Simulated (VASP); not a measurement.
Input of a VASP 6.6.1 run:

Contents of INCAR:

```
ALGO     = Normal         # electronic algorithm
EDIFF    = 1E-6           # SCF threshold, eV
EDIFFG   = -0.02          # ionic threshold
ENCUT    = 600            # plane-wave cutoff, eV
GGA      = RP             # functional
IBRION   = 2              # ionic algorithm
ISIF     = 3              # what is computed and relaxed
ISMEAR   = -1             # smearing method
IVDW     = 13             # dispersion correction
LASPH    = T              # aspherical terms in the spheres
LCHARG   = F              # write CHGCAR
LREAL    = F              # projectors in reciprocal space
LWAVE    = F              # write WAVECAR
NELM     = 100            # most SCF steps
NSW      = 80             # ionic steps
PREC     = Accurate       # precision mode
SIGMA    = 0.05           # smearing width, eV
```

Contents of KPOINTS:

```
k-points
0
Gamma
  11 11 11
```

File POSCAR:

```
Ti
1.0
   -1.6410000000      1.6410000000      1.6410000000
    1.6410000000     -1.6410000000      1.6410000000
    1.6410000000      1.6410000000     -1.6410000000
Ti
1
Direct
    0.0000000000      0.0000000000      0.0000000000
```

Potentials or basis: VASP PAW PBE potentials, release 64 (Ti_sv).

Launch:

```sh
$ cat potpaw_PBE.64/Ti_sv/POTCAR > POTCAR
$ mpirun -np 1 vasp_std > vasp.out
```

**Question.** Estimate the relaxed cell.

**Answer.** a = 2.816 Å, b = 2.816 Å, c = 2.816 Å, α = 109.47°, β = 109.47°, γ = 109.47°.

**Question.** Estimate the relaxed volume.

**Answer.** 17.19 Å³/atom.

**Question.** Estimate the band gap on the k mesh.

**Answer.** Zero (band 6 reaches 9.34 eV, above the bottom of band 7 at 7.71 eV).

**Question.** Estimate the space group after relaxing (to 0.05 Å).

**Answer.** Im-3m (No. 229).

Final structure:
```
CELL_PARAMETERS angstrom
-1.62572 1.62572 1.62572
1.62572 -1.62572 1.62572
1.62572 1.62572 -1.62572
ATOMIC_POSITIONS crystal
Ti 0.00000 0.00000 0.00000
```

Caveat: the PAW data sets were made with another functional, which shifts forces and pressure a little; pairwise dispersion overbinds metals, which lowers pressure and volume.
